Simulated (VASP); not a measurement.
A run of VASP 6.6.1 is set up as follows.

File INCAR:

```
SYSTEM = BaH4
PREC = Accurate
ENCUT = 500
EDIFF = 1E-6
ISMEAR = 0
SIGMA = 0.03
LREAL = .False.
LASPH = .True.
NELM = 120
ALGO = Normal
ISIF = 2
LWAVE = .False.
LCHARG = .False.
GGA = PS
NBANDS = 15
GGA_COMPAT = .False.
```

File KPOINTS:

```
regular mesh
0
Gamma
  10 10 10
  0 0 0
```

The input POSCAR:

```
BaH4
1.0
   -1.7483680224      1.7483680224      3.0900162241
    1.7483680224     -1.7483680224      3.0900162241
    1.7483680224      1.7483680224     -3.0900162241
Ba H
1 4
Direct
    0.0000000000      0.0000000000      0.0000000000
    0.7500000000      0.2500000000      0.5000000000
    0.2500000000      0.7500000000      0.5000000000
    0.4339369705      0.4339369705      0.0000000000
    0.5660630295      0.5660630295      0.0000000000
```

Potentials or basis: VASP PAW PBE potentials, release 64 (Ba_sv, H).

Launch:

```bash
$ cat potpaw_PBE.64/Ba_sv/POTCAR potpaw_PBE.64/H/POTCAR > POTCAR
$ mpirun -np 1 vasp_std > vasp.out
```

Problem. Predict the largest force.

Solution. 0.021 eV/Å.

Problem. Predict the pressure.

Solution. 38.6 GPa.

Problem. Predict the band gap on the k mesh.

Solution. 0.43 eV (least direct gap 0.59 eV).

Stress tensor (GPa, compression positive):
```
38.81  0.00  0.00
 0.00 38.81  0.00
 0.00  0.00 38.27
```

Caveat: the cell stands under pressure; the PAW data sets were made with another functional, which shifts forces and pressure a little; spin-orbit coupling is left out, which moves the levels of the heavy elements. A k mesh can miss the band edges.
